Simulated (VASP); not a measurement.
# TaN (P-6m2) in VASP: notebook

Runs on TaN. Level: LDA. Tasks: single point.

Everything below comes from runs of VASP 6.6.1. Logs are shortened: lines on timing, memory, paths and dates and some standing lists are left out, and cuts for length are marked.

**1. The cell of the first run**

Symmetry: P-6m2, No. 187, hexagonal system. Conventional cell: a = 2.898 Å, b = 2.898 Å, c = 2.844 Å, α = 90.00°, β = 90.00°, γ = 120.00°. Within 2.9 Å of Ta (site symmetry -6m2) lie 6 N at 2.20 Å and 8 Ta at 2.84 to 2.90 Å. Within 2.9 Å of N (site symmetry -6m2) lie 6 Ta at 2.20 Å and 8 N at 2.84 to 2.90 Å.

**2. Single point, LDA**

The input, INCAR:

```
ALGO = Normal ; EDIFF = 1E-6
ENCUT = 600 ; GGA = CA
GGA_COMPAT = F ; ISIF = 2
ISMEAR = -1 ; LASPH = T
LCHARG = F ; LREAL = F
LWAVE = F ; NBANDS = 16
NELM = 120 ; PREC = Accurate
SIGMA = 0.05
```

The input, KPOINTS:

```
k-points
0
Gamma
  10 10 9
```

The input, POSCAR:

```
TaN
1.0
    2.8982924298      0.0000000000      0.0000000000
   -1.4491462149      2.5099948717      0.0000000000
    0.0000000000      0.0000000000      2.8440357641
Ta N
1 1
Direct
    0.0000000000      0.0000000000      0.5000000000
    0.6666666667      0.3333333333      0.0000000000
```

Potentials or basis: VASP PAW LDA potentials, release 64 (Ta_sv_GW, N).

On the command line:

```bash
$ cat potpaw_LDA.64/Ta_sv_GW/POTCAR potpaw_LDA.64/N/POTCAR > POTCAR
$ mpirun -np 1 vasp_std > vasp.out
```

OUTCAR:

```text
EDIFF = 1E-6
   ENCUT = 600
   GGA = CA
   ISIF = 2
   ISMEAR = -1
   LASPH = T
   LREAL = F
   NELM = 120
   PREC = Accurate

 ion  position               nearest neighbor table
   1  0.000  0.000  0.500-   2 2.20   2 2.20   2 2.20   2 2.20   2 2.20   2 2.20
   2  0.667  0.333  0.000-   1 2.20   1 2.20   1 2.20   1 2.20   1 2.20   1 2.20

  LATTYP: Found a hexagonal cell.
 ALAT       =     2.8982924298
 C/A-ratio  =     0.9812797821

  Lattice vectors:

 A1 = (   2.8982924298,   0.0000000000,   0.0000000000)
 A2 = (  -1.4491462149,   2.5099948717,   0.0000000000)
 A3 = (   0.0000000000,   0.0000000000,   2.8440357641)

Analysis of symmetry for initial positions (statically):
=====================================================================
 Subroutine PRICEL returns:
 Original cell was already a primitive cell.

 Routine SETGRP: Setting up the symmetry group for a
 hexagonal supercell.

 Subroutine GETGRP returns: Found 12 space group operations
 (whereof 12 operations were pure point group operations)
 out of a pool of 24 trial point group operations.

The static configuration has the point symmetry D_3h.

Analysis of symmetry for dynamics (positions and initial velocities):
=====================================================================
 Subroutine PRICEL returns:
 Original cell was already a primitive cell.

 Routine SETGRP: Setting up the symmetry group for a
 hexagonal supercell.

 Subroutine GETGRP returns: Found 12 space group operations
 (whereof 12 operations were pure point group operations)
 out of a pool of 24 trial point group operations.

The dynamic configuration has the point symmetry D_3h.

 Subroutine INISYM returns: Found 12 space group operations
 (whereof 12 operations are pure point group operations),
 and found     1 'primitive' translations

----------------------------------------------------------------------------------------

                                     Primitive cell

  volume of cell :      20.6895

  direct lattice vectors                    reciprocal lattice vectors
     2.898292430  0.000000000  0.000000000     0.345030746  0.199203594  0.000000000
    -1.449146215  2.509994872  0.000000000     0.000000000  0.398407189  0.000000000
     0.000000000  0.000000000  2.844035764     0.000000000  0.000000000  0.351613019

  length of vectors
     2.898292430  2.898292430  2.844035764     0.398407188  0.398407189  0.351613019

  position of ions in fractional coordinates (direct lattice)
     0.000000000  0.000000000  0.500000000
     0.666666667  0.333333333  0.000000000

  ion indices of the primitive-cell ions
   primitive index   ion index
                 1           1
                 2           2

----------------------------------------------------------------------------------------

 KPOINTS: k-points

Automatic generation of k-mesh.
 Grid dimensions read from file:
 generate k-points for:   10   10    9

 Generating k-lattice:

  Cartesian coordinates                     Fractional coordinates (reciprocal lattice)
     0.034503075  0.019920359  0.000000000     0.100000000  0.000000000  0.000000000
     0.000000000  0.039840719  0.000000000     0.000000000  0.100000000  0.000000000
     0.000000000  0.000000000  0.039068113     0.000000000  0.000000000  0.111111111

  Length of vectors
     0.039840719  0.039840719  0.039068113

  Shift w.r.t. Gamma in fractional coordinates (k-lattice)
     0.000000000  0.000000000  0.000000000

 Subroutine IBZKPT returns following result:
 ===========================================

 Found     70 irreducible k-points:

 Following reciprocal coordinates:
            Coordinates               Weight
  0.000000  0.000000  0.000000      1.000000
  0.100000  0.000000  0.000000      6.000000
  0.200000  0.000000  0.000000      6.000000
  0.300000  0.000000  0.000000      6.000000
  0.400000  0.000000  0.000000      6.000000
  0.500000  0.000000  0.000000      3.000000
[... 16 lines left out ...]
  0.300000  0.100000  0.111111     24.000000
  0.400000  0.100000  0.111111     24.000000
 [... further k-points ...]
   k-points           NKPTS =     70   k-points in BZ     NKDIM =     70   number of bands    NBANDS=     16
   number of dos      NEDOS =    301   number of ions     NIONS =      2
   total plane-waves  NPLWV =  13824
   dimension x,y,z NGX =    24 NGY =   24 NGZ =   24
   dimension x,y,z NGXF=    48 NGYF=   48 NGZF=   48
   ions per type =               1   1
   NGX,Y,Z   is equivalent  to a cutoff of  13.77, 13.77, 14.03 a.u.
   NGXF,Y,Z  is equivalent  to a cutoff of  27.53, 27.53, 28.06 a.u.
 SYSTEM =  unknown system
   PREC   = accura    normal or accurate (medium, high low for compatibility)
   ISTART =      0    job   : 0-new  1-cont  2-samecut
   ICHARG =      2    charge: 1-file 2-atom 10-const
   ISPIN  =      1    spin polarized calculation?
   LNONCOLLINEAR =      F non collinear calculations
   LSORBIT =      F    spin-orbit coupling
   LASPH  =      T    aspherical Exc in radial PAW
   ENCUT  =  600.0 eV  44.10 Ry    6.64 a.u.   5.79  5.79  5.68*2*pi/ulx,y,z
   NELM   =    120;   NELMIN=  2; NELMDL= -5     # of ELM steps
   EDIFF  = 0.1E-05   stopping-criterion for ELM
   LREAL  =      F    real-space projection
   EDIFFG = 0.1E-04   stopping-criterion for IOM
   NSW    =      0    number of steps for IOM
   IBRION =     -1    ionic relax: 0-MD 1-quasi-New 2-CG
   NFREE  =      0    steps in history (QN), initial steepest desc. (CG)
   ISIF   =      2    stress and relaxation
   ISYM   =      2    0-nonsym 1-usesym 2-fastsym
   POTIM  = 0.5000    time-step for ionic-motion
   TEBEG  =    0.0;   TEEND  =   0.0 temperature during run
   PSTRESS=    0.0 pullay stress
   NELECT =      18.0000    total number of electrons
   NUPDOWN=      -1.0000    fix difference up-down
   EMIN   =  10.00;   EMAX   =-10.00  energy-range for DOS
   EFERMI =   0.00;   METHOD = LEGACY
   ISMEAR =    -1;   SIGMA  =   0.05  broadening in eV -4-tet -1-fermi 0-gaus
   EFERMI_NEDOS =   21; number of points for ismear=-14 and -15
   IALGO  =     38    algorithm
   IMIX   =      4    mixing-type and parameters
     AMIX     =   0.40;   BMIX     =  1.00
     AMIX_MAG =   1.60;   BMIX_MAG =  1.00
  volume/ion in A,a.u.               =      10.34        69.81
  Fermi-wavevector in a.u.,A,eV,Ry     =   1.562844  2.953347 33.231977  2.442481
  Thomas-Fermi vector in A             =   2.665703
   LORBIT       =      0    0 simple, 1 ext, 2 COOP (PROOUT), +10 PAW based schemes
   GGA     = CA    functional components
   LHFCALC =     F    Hartree Fock is set to
   AEXX    =    0.0000 exact exchange contribution
   IVDW    =     0    specifies the selected vdW correction
   LEPSILON=     F    determine dielectric tensor
   LRPA    =     F    only Hartree local field effects (RPA)
 non-spin polarized calculation
  energy-cutoff  :      600.00
  volume of cell :       20.69
 maximum number of plane-waves:       701
 NGX is ok and might be reduce to    24
   NGX = 11   NGY = 11   NGZ = 11

 number of electron      18.0000001 magnetization

 Free energy of the ion-electron system (eV)
  ---------------------------------------------------
  ext. energy  EPLUGINS =         0.00000000
  ---------------------------------------------------
  free energy    TOTEN  =       -27.22440254 eV

  energy without entropy =      -27.22407940  energy(sigma->0) =      -27.22424097

 E-fermi :  12.7684     XC(G=0): -14.2124

 val. band max:       12.6309947135   @ k =   0.0000   0.0000   0.4444
 cond. band min:      12.9308983478   @ k =   0.0000   0.0000   0.3333
 fundamental gap:      0.2999036343
 Fermi energy:        12.7683940246

 k-point     1 :       0.0000    0.0000    0.0000
  band No.  band energies     occupation
      1     -55.2601      2.00000
      2     -21.7726      2.00000
      3     -21.4898      2.00000
      4     -21.4898      2.00000
      5      -5.0871      2.00000
      6       8.0099      2.00000
[... 8 lines left out ...]
     15      25.9974      0.00000
     16      29.2636      0.00000

 k-point     2 :       0.1000    0.0000    0.0000
  band No.  band energies     occupation
      1     -55.2512      2.00000
      2     -21.7565      2.00000
      3     -21.6161      2.00000
      4     -21.5165      2.00000
      5      -4.8636      2.00000
      6       7.4151      2.00000
[... 8 lines left out ...]
     15      25.9685      0.00000
     16      29.6833      0.00000

 k-point     3 :       0.2000    0.0000    0.0000
  band No.  band energies     occupation
      1     -55.2277      2.00000
      2     -21.9349      2.00000
      3     -21.7140      2.00000
      4     -21.5857      2.00000
      5      -4.2721      2.00000
      6       6.2893      2.00000
[... 8 lines left out ...]
     15      25.9926      0.00000
     16      30.3215      0.00000

 k-point     4 :       0.3000    0.0000    0.0000
  band No.  band energies     occupation
      1     -55.1985      2.00000
      2     -22.3082      2.00000
      3     -21.6698      2.00000
      4     -21.6609      2.00000
      5      -3.5153      2.00000
      6       5.2381      2.00000
[... 8 lines left out ...]
     15      26.4097      0.00000
     16      30.2099      0.00000

 k-point     5 :       0.4000    0.0000    0.0000
  band No.  band energies     occupation
      1     -55.1747      2.00000
      2     -22.5956      2.00000
      3     -21.7367      2.00000
      4     -21.6175      2.00000
      5      -2.8650      2.00000
      6       4.5297      2.00000
[... 8 lines left out ...]
     15      25.9575      0.00000
     16      28.7083      0.00000

 k-point     6 :       0.5000    0.0000    0.0000
  band No.  band energies     occupation
      1     -55.1656      2.00000
      2     -22.7022      2.00000
      3     -21.7620      2.00000
      4     -21.6009      2.00000
      5      -2.6028      2.00000
      6       4.2803      2.00000
[... 8 lines left out ...]
     15      24.5127      0.00000
     16      28.9816      0.00000

 k-point     7 :       0.1000    0.1000    0.0000
  band No.  band energies     occupation
      1     -55.2349      2.00000
      2     -21.8291      2.00000
      3     -21.7272      2.00000
      4     -21.5740      2.00000
      5      -4.4554      2.00000
      6       6.6270      2.00000
[... 8 lines left out ...]
     15      25.9795      0.00000
     16      30.2154      0.00000

 k-point     8 :       0.2000    0.1000    0.0000
  band No.  band energies     occupation
      1     -55.2085      2.00000
      2     -22.1522      2.00000
      3     -21.6793      2.00000
      4     -21.6732      2.00000
      5      -3.7759      2.00000
      6       5.6515      2.00000
[... 8 lines left out ...]
     15      26.2572      0.00000
     16      30.3746      0.00000

 k-point     9 :       0.3000    0.1000    0.0000
  band No.  band energies     occupation
      1     -55.1820      2.00000
      2     -22.4592      2.00000
      3     -21.7716      2.00000
      4     -21.6310      2.00000
      5      -3.0583      2.00000
      6       4.8688      2.00000
[... 8 lines left out ...]
     15      26.6704      0.00000
     16      28.8883      0.00000
[... 172 lines left out ...]
 k-point    19 :       0.4000    0.0000    0.1111
  band No.  band energies     occupation
      1     -55.1677      2.00000
      2     -22.5733      2.00000
      3     -21.7363      2.00000
      4     -21.7233      2.00000
      5      -2.8363      2.00000
      6       4.5465      2.00000
[... 8 lines left out ...]
     15      25.8038      0.00000
     16      28.6133      0.00000

 k-point    20 :       0.5000    0.0000    0.1111
  band No.  band energies     occupation
      1     -55.1586      2.00000
      2     -22.6788      2.00000
      3     -21.7484      2.00000
      4     -21.7179      2.00000
      5      -2.6139      2.00000
      6       4.2737      2.00000
[... 8 lines left out ...]
     15      24.5685      0.00000
     16      28.8897      0.00000

 k-point    21 :       0.1000    0.1000    0.1111
  band No.  band energies     occupation
      1     -55.2278      2.00000
      2     -21.8710      2.00000
      3     -21.8022      2.00000
      4     -21.5621      2.00000
      5      -4.2329      2.00000
      6       6.7923      2.00000
[... 8 lines left out ...]
     15      25.7503      0.00000
     16      29.9150      0.00000

 k-point    22 :       0.2000    0.1000    0.1111
  band No.  band energies     occupation
      1     -55.2014      2.00000
      2     -22.1361      2.00000
      3     -21.8034      2.00000
      4     -21.6602      2.00000
      5      -3.6270      2.00000
      6       5.8067      2.00000
[... 8 lines left out ...]
     15      25.7976      0.00000
     16      30.2919      0.00000

 k-point    23 :       0.3000    0.1000    0.1111
  band No.  band energies     occupation
      1     -55.1751      2.00000
      2     -22.4385      2.00000
      3     -21.7592      2.00000
      4     -21.7497      2.00000
      5      -3.0023      2.00000
      6       4.9721      2.00000
[... 8 lines left out ...]
     15      26.2135      0.00000
     16      28.8907      0.00000

 k-point    24 :       0.4000    0.1000    0.1111
  band No.  band energies     occupation
      1     -55.1587      2.00000
      2     -22.6193      2.00000
      3     -21.8175      2.00000
      4     -21.7178      2.00000
      5      -2.6000      2.00000
      6       4.5004      2.00000
[... 8 lines left out ...]
     15      25.1123      0.00000
     16      28.7433      0.00000

 [... further k-points ...]
[... 5 lines left out ...]
  --------------------------------------------------------------------------------------
  -------------------------------------------------------------------------------------
  Total        0.5760606      0.5760606      0.6171576      0.0000000      0.0000000     -0.0000000
  in kB       44.6096310     44.6096310     47.7921477      0.0000000      0.0000000     -0.0000000
  external PRESSURE =      45.6704699 kB  Pullay stress =       0.0000000 kB

 VOLUME and BASIS-vectors are now :
 -----------------------------------------------------------------------------
  energy-cutoff  :      600.00
  volume of cell :       20.69
      direct lattice vectors                 reciprocal lattice vectors
     2.898292430  0.000000000  0.000000000     0.345030746  0.199203594  0.000000000
    -1.449146215  2.509994872  0.000000000     0.000000000  0.398407189  0.000000000
     0.000000000  0.000000000  2.844035764     0.000000000  0.000000000  0.351613019

 POSITION                                       TOTAL-FORCE (eV/Angst)
 -----------------------------------------------------------------------------------
      0.00000      0.00000      1.42202        -0.000000      0.000000      0.000000
      1.44915      0.83666      0.00000         0.000000     -0.000000      0.000000
 -----------------------------------------------------------------------------------
    total drift:                               -0.000000      0.000000      0.000000

  FREE ENERGIE OF THE ION-ELECTRON SYSTEM (eV)
  ---------------------------------------------------
  free  energy   TOTEN  =       -27.2244025358 eV

  energy  without entropy=      -27.2240794006  energy(sigma->0) =      -27.22424097
```

Run time: 18 s. Hardware: 1 thread of Intel Xeon Platinum 8375C at 2.90GHz (Ice Lake), shared host; peak memory 0.15 GiB.

What came out:

| Item | Value |
| --- | --- |
| Free energy | -27.2244 eV |
| Pressure | 4.6 GPa |
| Band gap on the k mesh | zero (band 9 reaches 12.93 eV, above the bottom of band 10 at 12.63 eV) |

Stress tensor (GPa, compression positive):
```
4.46 0.00 0.00
0.00 4.46 0.00
0.00 0.00 4.78
```

Caveat: spin-orbit coupling is left out, which moves the levels of the heavy elements.

**3. Single point, LDA**

This run uses another cell than the first one, of 10.78 Å³/atom, 1.042 times its volume.

The input, INCAR:

```
PREC     = Accurate       # precision mode
ENCUT    = 600            # plane-wave cutoff, eV
EDIFF    = 1E-6           # SCF threshold, eV
ISMEAR   = -1             # smearing method
SIGMA    = 0.05           # smearing width, eV
LREAL    = False          # projectors in reciprocal space
LASPH    = True           # aspherical terms in the spheres
NELM     = 120            # most SCF steps
ALGO     = Normal         # electronic algorithm
ISIF     = 2              # what is computed and relaxed
LWAVE    = False          # write WAVECAR
LCHARG   = True           # write CHGCAR
LELF     = True           # ELF
LVHAR    = True         
NBANDS   = 16             # bands
GGA_COMPAT= False
```

The input, KPOINTS:

```
regular mesh
0
Gamma
  10 10 9
```

The input, POSCAR:

```
TaN
1.0
    2.9380000000      0.0000000000      0.0000000000
   -1.4690000000      2.5443826363      0.0000000000
    0.0000000000      0.0000000000      2.8830000000
Ta N
1 1
Direct
    0.0000000000      0.0000000000      0.5000000000
    0.6666666667      0.3333333333      0.0000000000
```

Potentials or basis: VASP PAW LDA potentials, release 64 (Ta_sv_GW, N).

On the command line:

```bash
$ cat potpaw_LDA.64/Ta_sv_GW/POTCAR potpaw_LDA.64/N/POTCAR > POTCAR
$ mpirun -np 1 vasp_std > vasp.out
```

Run time: 21 s. Hardware: 1 thread of Intel Xeon Platinum 8488C (Sapphire Rapids), shared host; peak memory 0.15 GiB.

Results (log left out):

```
Free energy            : -27.2086 eV
Pressure               : -10.5 GPa
Band gap on the k mesh : zero (band 9 reaches 12.32 eV, above the bottom of band 10 at 12.04 eV)
```

Stress tensor (GPa, compression positive):
```
 -9.98   0.00   0.00
  0.00  -9.98   0.00
  0.00   0.00 -11.47
```

Levels at points of the mesh, in eV from the Fermi level:
| k point | band 5 | band 6 | band 7 | band 8 | band 9 | band 10 | band 11 | band 12 | band 13 | band 14 |
| --- | --- | --- | --- | --- | --- | --- | --- | --- | --- | --- |
| (0.00, 0.00, 0.00) | -17.55 | -4.58 | -4.58 | -4.22 | -2.91 | 2.31 | 3.54 | 3.54 | 3.90 | 3.90 |
| (0.50, 0.00, 0.00) | -15.22 | -8.26 | -5.22 | -3.50 | -3.16 | 2.91 | 3.99 | 5.13 | 5.24 | 7.49 |

Caveat: spin-orbit coupling is left out, which moves the levels of the heavy elements.
